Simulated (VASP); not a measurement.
# W (Fm-3m) in VASP: further runs, part 2 of 2

VASP 6.6.1. The steps go on from the part before.

## 3. Single point, BLYP

This run uses another cell than the first one, of 17.02 Å³/atom, 1.042 times its volume.

INCAR reads:

```
AGGAC = 1.0
AGGAX = 1.0
ALDAC = 0.0
ALDAX = 1.0
ALGO = Normal
EDIFF = 1E-6
ENCUT = 520
GGA = B5
ISIF = 2
ISMEAR = -1
LASPH = T
LCHARG = T
LELF = T
LREAL = F
LVHAR = T
LWAVE = F
NBANDS = 13
NELM = 80
PREC = Accurate
SIGMA = 0.1
```

KPOINTS reads:

```
k-points
0
Gamma
  15 15 15
```

POSCAR reads:

```
W
1.0
    0.0000000000      2.0418114447      2.0418114447
    2.0418114447      0.0000000000      2.0418114447
    2.0418114447      2.0418114447      0.0000000000
W
1
Direct
    0.0000000000      0.0000000000      0.0000000000
```

Potentials or basis: VASP PAW PBE potentials, release 64 (W_sv).

Command:

```sh
cat potpaw_PBE.64/W_sv/POTCAR > POTCAR
mpirun -np 1 vasp_std > vasp.out
```

OUTCAR:

```text
EDIFF = 1E-6
   ENCUT = 520
   GGA = B5
   ISIF = 2
   ISMEAR = -1
   LASPH = T
   LREAL = F
   NELM = 80
   PREC = Accurate

 ion  position               nearest neighbor table
   1  0.000  0.000  0.000-

  LATTYP: Found a face centered cubic cell.
 ALAT       =     4.0836228894

  Lattice vectors:

 A1 = (   0.0000000000,   2.0418114447,   2.0418114447)
 A2 = (   2.0418114447,   0.0000000000,   2.0418114447)
 A3 = (   2.0418114447,   2.0418114447,   0.0000000000)

Analysis of symmetry for initial positions (statically):
=====================================================================
 Subroutine PRICEL returns:
 Original cell was already a primitive cell.

 Routine SETGRP: Setting up the symmetry group for a
 face centered cubic supercell.

 Subroutine GETGRP returns: Found 48 space group operations
 (whereof 48 operations were pure point group operations)
 out of a pool of 48 trial point group operations.

The static configuration has the point symmetry O_h .

Analysis of symmetry for dynamics (positions and initial velocities):
=====================================================================
 Subroutine PRICEL returns:
 Original cell was already a primitive cell.

 Routine SETGRP: Setting up the symmetry group for a
 face centered cubic supercell.

 Subroutine GETGRP returns: Found 48 space group operations
 (whereof 48 operations were pure point group operations)
 out of a pool of 48 trial point group operations.

The dynamic configuration has the point symmetry O_h .

 Subroutine INISYM returns: Found 48 space group operations
 (whereof 48 operations are pure point group operations),
 and found     1 'primitive' translations

----------------------------------------------------------------------------------------

                                     Primitive cell

  volume of cell :      17.0246

  direct lattice vectors                    reciprocal lattice vectors
[... 106 lines left out ...]
  volume/ion in A,a.u.               =      17.02       114.89
  Fermi-wavevector in a.u.,A,eV,Ry     =   1.533764  2.898394 32.006781  2.352432
  Thomas-Fermi vector in A             =   2.640786
   LORBIT       =      0    0 simple, 1 ext, 2 COOP (PROOUT), +10 PAW based schemes
   GGA     = B5    functional components
   LHFCALC =     F    Hartree Fock is set to
   AEXX    =    0.0000 exact exchange contribution
   IVDW    =     0    specifies the selected vdW correction
   LEPSILON=     F    determine dielectric tensor
   LRPA    =     F    only Hartree local field effects (RPA)
 non-spin polarized calculation
  energy-cutoff  :      520.00
  volume of cell :       17.02
 maximum number of plane-waves:       477
 NGX is ok and might be reduce to    24
   NGX = 11   NGY = 11   NGZ = 11

 number of electron      14.0000001 magnetization

 Free energy of the ion-electron system (eV)
  ---------------------------------------------------
  ext. energy  EPLUGINS =         0.00000000
  ---------------------------------------------------
  free energy    TOTEN  =       -10.85881238 eV

  energy without entropy =      -10.81893035  energy(sigma->0) =      -10.83887137

 E-fermi :  10.5602     XC(G=0): -12.5855

 val. band max:       10.5573556785   @ k =   0.2667   0.0667   0.0000
 cond. band min:      10.5643691200   @ k =   0.1333   0.1333   0.0000
 fundamental gap:      0.0070134415
 Fermi energy:        10.5601714414

 k-point     1 :       0.0000    0.0000    0.0000
  band No.  band energies     occupation
      1     -62.7425      2.00000
      2     -26.6884      2.00000
      3     -26.6883      2.00000
      4     -26.6883      2.00000
      5       1.9504      2.00000
      6       9.9705      1.99452
      7       9.9705      1.99452
      8       9.9705      1.99452
      9      12.9076      0.00000
     10      12.9076      0.00000
     11      23.4541      0.00000
     12      28.5175      0.00000
     13      28.5175      0.00000
[... 354 lines left out ...]
  band No.  band energies     occupation
      1     -62.7096      2.00000
      2     -26.9882      2.00000
      3     -26.7840      2.00000
      4     -26.7754      2.00000
      5       3.5159      2.00000
      6       8.7525      2.00000
      7      10.7264      0.31885
      8      10.8565      0.09825
      9      11.6220      0.00005
     10      13.3987      0.00000
     11      26.2892      0.00000
     12      26.7388      0.00000
     13      29.5182      0.00000

 [... further k-points ...]
[... 5 lines left out ...]
  --------------------------------------------------------------------------------------
  -------------------------------------------------------------------------------------
  Total        0.1184581      0.1184581      0.1184581      0.0000000      0.0000000     -0.0000000
  in kB       11.1480347     11.1480347     11.1480347      0.0000000      0.0000000     -0.0000000
  external PRESSURE =      11.1480347 kB  Pullay stress =       0.0000000 kB

 VOLUME and BASIS-vectors are now :
 -----------------------------------------------------------------------------
  energy-cutoff  :      520.00
  volume of cell :       17.02
      direct lattice vectors                 reciprocal lattice vectors
     0.000000000  2.041811445  2.041811445    -0.244880594  0.244880594  0.244880594
     2.041811445  0.000000000  2.041811445     0.244880594 -0.244880594  0.244880594
     2.041811445  2.041811445  0.000000000     0.244880594  0.244880594 -0.244880594

 POSITION                                       TOTAL-FORCE (eV/Angst)
 -----------------------------------------------------------------------------------
      0.00000      0.00000      0.00000         0.000000      0.000000      0.000000
 -----------------------------------------------------------------------------------
    total drift:                                0.000000      0.000000     -0.000000

  FREE ENERGIE OF THE ION-ELECTRON SYSTEM (eV)
  ---------------------------------------------------
  free  energy   TOTEN  =       -10.8588123836 eV

  energy  without entropy=      -10.8189303547  energy(sigma->0) =      -10.83887137
```

OSZICAR:

```text
N       E                     dE             d eps       ncg     rms          rms(c)
DAV:   1     0.879377156461E+02    0.87938E+02   -0.75384E+03  3120   0.121E+03
DAV:   2    -0.966789026391E+01   -0.97606E+02   -0.93992E+02  3440   0.317E+02
DAV:   3    -0.114402340683E+02   -0.17723E+01   -0.17561E+01  3495   0.412E+01
DAV:   4    -0.114482750269E+02   -0.80410E-02   -0.80401E-02  3460   0.307E+00
DAV:   5    -0.114483473436E+02   -0.72317E-04   -0.72316E-04  3540   0.278E-01    0.176E+01
DAV:   6    -0.109667721254E+02    0.48158E+00   -0.44561E-01  3305   0.864E+00    0.654E+00
DAV:   7    -0.108618790401E+02    0.10489E+00   -0.18821E-01  3500   0.533E+00    0.517E-01
DAV:   8    -0.108587926751E+02    0.30864E-02   -0.39685E-03  3180   0.816E-01    0.760E-02
DAV:   9    -0.108588140501E+02   -0.21375E-04   -0.88853E-05  3799   0.108E-01    0.473E-02
DAV:  10    -0.108588119355E+02    0.21146E-05   -0.14878E-05  3315   0.517E-02    0.789E-03
DAV:  11    -0.108588123836E+02   -0.44808E-06   -0.21312E-07  2270   0.535E-03
   1 F= -.10858812E+02 E0= -.10838871E+02  d E =-.398820E-01
```

stdout:

```text
POSCAR found type information on POSCAR W
 POSCAR found :  1 types and       1 ions
 scaLAPACK will be used
 -----------------------------------------------------------------------------
|                                                                             |
|                                                                             |
|     You enforced a specific xc type in the INCAR file but a different       |
|     I HOPE YOU KNOW WHAT YOU ARE DOING!                                     |
|                                                                             |
 -----------------------------------------------------------------------------

 LDA part: xc-table for (Slater(with rela. corr.)+VWN5), standard interpolation
 POSCAR, INCAR and KPOINTS ok, starting setup
 FFT: planning ... GRIDC
 FFT: planning ... GRID_SOFT
 FFT: planning ... GRID
 WAVECAR not read
 entering main loop
```

Run time: 21 s. Hardware: 1 thread of Intel Xeon 6975P-C, shared host; peak memory 0.16 GiB.

What came out:

```
Free energy            : -10.8588 eV
Pressure               : 1.1 GPa
Band gap on the k mesh : zero (band 7 reaches 13.44 eV, above the bottom of band 8 at 9.97 eV)
```

Caveat: the PAW data sets were made with another functional, which shifts forces and pressure a little; spin-orbit coupling is left out, which moves the levels of the heavy elements.

## 4. Single point, BLYP (volume scaled by 1.04)

INCAR reads:

```
SYSTEM = W
PREC = Accurate
ENCUT = 520
EDIFF = 1E-6
ISMEAR = -1
SIGMA = 0.1
LREAL = .FALSE.
LASPH = .TRUE.
NELM = 60
ALGO = Normal
ISIF = 2
LWAVE = .FALSE.
LCHARG = .FALSE.
GGA = B5
ALDAX = 1.0
AGGAX = 1.0
AGGAC = 1.0
ALDAC = 0.0
NBANDS = 13
```

KPOINTS reads:

```
regular mesh
0
G
  15 15 15
  0 0 0
```

POSCAR reads:

```
W
1.0
    0.0000000000      2.0686804660      2.0686804660
    2.0686804660      0.0000000000      2.0686804660
    2.0686804660      2.0686804660      0.0000000000
W
1
Direct
    0.0000000000      0.0000000000      0.0000000000
```

Command:

```sh
cat potpaw_PBE.64/W_sv/POTCAR > POTCAR
mpirun -np 1 vasp_std > vasp.out
```

It took 24 s on 1 thread of Intel Xeon 6975P-C, shared host; peak memory 0.16 GiB.

It converged, with:

```yaml
Free_energy: -10.8431 eV
Pressure: -8.3 GPa
Band_gap_on_the_k_mesh: zero (band 7 reaches 12.73 eV, above the bottom of band 8 at 9.49 eV)
```

Levels at points of the mesh, in eV from the Fermi level:
| k point | band 3 | band 4 | band 5 | band 6 | band 7 | band 8 | band 9 | band 10 | band 11 | band 12 |
| --- | --- | --- | --- | --- | --- | --- | --- | --- | --- | --- |
| (0.00, 0.00, 0.00) | -37.36 | -37.36 | -8.41 | -0.55 | -0.55 | -0.55 | 2.22 | 2.22 | 12.84 | 17.71 |

Caveat: the cell differs from its parent crystal (volume scaled by 1.04); the PAW data sets were made with another functional, which shifts forces and pressure a little; spin-orbit coupling is left out, which moves the levels of the heavy elements.

## 5. Single point, BLYP (volume scaled by 1.08)

INCAR reads:

```
PREC     = Accurate       # precision mode
ENCUT    = 520            # plane-wave cutoff, eV
EDIFF    = 1E-7           # SCF threshold, eV
ISMEAR   = -1             # smearing method
SIGMA    = 0.1            # smearing width, eV
LREAL    = False          # projectors in reciprocal space
LASPH    = True           # aspherical terms in the spheres
NELM     = 80             # most SCF steps
ALGO     = Normal         # electronic algorithm
ISIF     = 2              # what is computed and relaxed
LWAVE    = False          # write WAVECAR
LCHARG   = False          # write CHGCAR
GGA      = B5             # functional
ALDAX    = 1.0          
AGGAX    = 1.0          
AGGAC    = 1.0          
ALDAC    = 0.0          
NBANDS   = 13             # bands
```

KPOINTS reads:

```
regular mesh
0
Gamma
  15 15 15
```

POSCAR reads:

```
W
1.0
    0.0000000000      2.0948690748      2.0948690748
    2.0948690748      0.0000000000      2.0948690748
    2.0948690748      2.0948690748      0.0000000000
W
1
Direct
    0.0000000000      0.0000000000      0.0000000000
```

Command:

```sh
cat potpaw_PBE.64/W_sv/POTCAR > POTCAR
mpirun -np 1 vasp_std > vasp.out
```

Wall time 24 s (1 thread of Intel Xeon 6975P-C, shared host); peak memory 0.16 GiB.

It converged, with:

- Free energy: -10.7913 eV
- Pressure: -15.9 GPa
- Band gap on the k mesh: zero (band 7 reaches 12.08 eV, above the bottom of band 8 at 9.04 eV)

Levels at points of the mesh, in eV from the Fermi level:
| k point | band 5 | band 6 | band 7 | band 8 | band 9 | band 10 |
| --- | --- | --- | --- | --- | --- | --- |
| (0.00, 0.00, 0.00) | -8.22 | -0.52 | -0.52 | -0.52 | 2.11 | 2.11 |

Caveat: the cell differs from its parent crystal (volume scaled by 1.08); the PAW data sets were made with another functional, which shifts forces and pressure a little; spin-orbit coupling is left out, which moves the levels of the heavy elements.

## 6. Single point, BLYP (volume scaled by 1.12)

INCAR reads:

```
PREC     = Accurate       # precision mode
ENCUT    = 520            # plane-wave cutoff, eV
EDIFF    = 1E-7           # SCF threshold, eV
ISMEAR   = -1             # smearing method
SIGMA    = 0.1            # smearing width, eV
LREAL    = F              # projectors in reciprocal space
LASPH    = T              # aspherical terms in the spheres
NELM     = 100            # most SCF steps
ALGO     = Normal         # electronic algorithm
ISIF     = 2              # what is computed and relaxed
LWAVE    = F              # write WAVECAR
LCHARG   = F              # write CHGCAR
GGA      = B5             # functional
ALDAX    = 1.0          
AGGAX    = 1.0          
AGGAC    = 1.0          
ALDAC    = 0.0          
NBANDS   = 13             # bands
```

KPOINTS is that of step 5.

POSCAR reads:

```
W
1.0
    0.0000000000      2.1204187767      2.1204187767
    2.1204187767      0.0000000000      2.1204187767
    2.1204187767      2.1204187767      0.0000000000
W
1
Direct
    0.0000000000      0.0000000000      0.0000000000
```

Potentials or basis: VASP PAW PBE potentials, release 64 (W_sv).

Command:

```sh
cat potpaw_PBE.64/W_sv/POTCAR > POTCAR
mpirun -np 1 vasp_std > vasp.out
```

Run time: 27 s. Hardware: 1 thread of Intel Xeon 6975P-C, shared host; peak memory 0.16 GiB.

It converged, with:

```
Free energy            : -10.7103 eV
Pressure               : -22.1 GPa
Band gap on the k mesh : zero (band 7 reaches 11.49 eV, above the bottom of band 8 at 8.62 eV)
```

Levels at points of the mesh, in eV from the Fermi level:
| k point | band 4 | band 5 | band 6 | band 7 | band 8 | band 9 | band 10 | band 11 |
| --- | --- | --- | --- | --- | --- | --- | --- | --- |
| (0.00, 0.00, 0.00) | -37.56 | -8.03 | -0.49 | -0.49 | -0.49 | 2.00 | 2.00 | 12.72 |

Caveat: the cell differs from its parent crystal (volume scaled by 1.12); the PAW data sets were made with another functional, which shifts forces and pressure a little; spin-orbit coupling is left out, which moves the levels of the heavy elements.

## 7. Summary

```tsv
cell	gap on the mesh (eV)	pressure (GPa)
a = 2.849 Å, angles 60.0°, 1 atom	none	12.7
a = 2.888 Å, angles 60.0°, 1 atom	none	1.1
a = 2.926 Å, angles 60.0°, 1 atom	none	-8.3
a = 2.963 Å, angles 60.0°, 1 atom	none	-15.9
a = 2.999 Å, angles 60.0°, 1 atom	none	-22.1
```

Alike in all rows: task single point; level BLYP; potentials or basis VASP PAW PBE potentials, release 64 (W_sv); no spin polarisation; k mesh 15 × 15 × 15; cutoff (eV) 520; smearing fermi-dirac 0.1 eV.

Caveats: the PAW data sets were made with another functional, which shifts forces and pressure a little; spin-orbit coupling is left out, which moves the levels of the heavy elements.

Absolute energies hang on the potentials; compare differences alone.
